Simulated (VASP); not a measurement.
Runs of VASP 6.6.1 on Si. Symmetry: Im-3m, No. 229, cubic system. Conventional cell: a = 6.672 Å, b = 6.672 Å, c = 6.672 Å, α = 90.00°, β = 90.00°, γ = 90.00°. Within 3.1 Å of Si (site symmetry -4m2) lie 4 Si at 2.36 Å. 

| level | potentials or basis | gap on the mesh (eV) | pressure (GPa) |
| --- | --- | --- | --- |
| r2SCAN | VASP PAW PBE potentials, release 64 (Si) | 0.48 | (b) |
| LDA | VASP PAW LDA potentials, release 64 (Si) | 0.23 | -0.7 |
| revPBE | VASP PAW PBE potentials, release 64 (Si) | 0.38 | 2.7 |
| RPBE | VASP PAW PBE potentials, release 64 (Si) | 0.39 | (a) |

Alike in all rows: task single point; no spin polarisation; cell as given; k mesh 5 × 5 × 5; cutoff (eV) 520; smearing fermi-dirac 0.1 eV.

Problem. Estimate the missing entries.

Solution. (a) 3.0; (b) 0.7.

Caveats: the PAW data sets were made with another functional, which shifts forces and pressure a little (some runs).

A k mesh can miss the band edges.
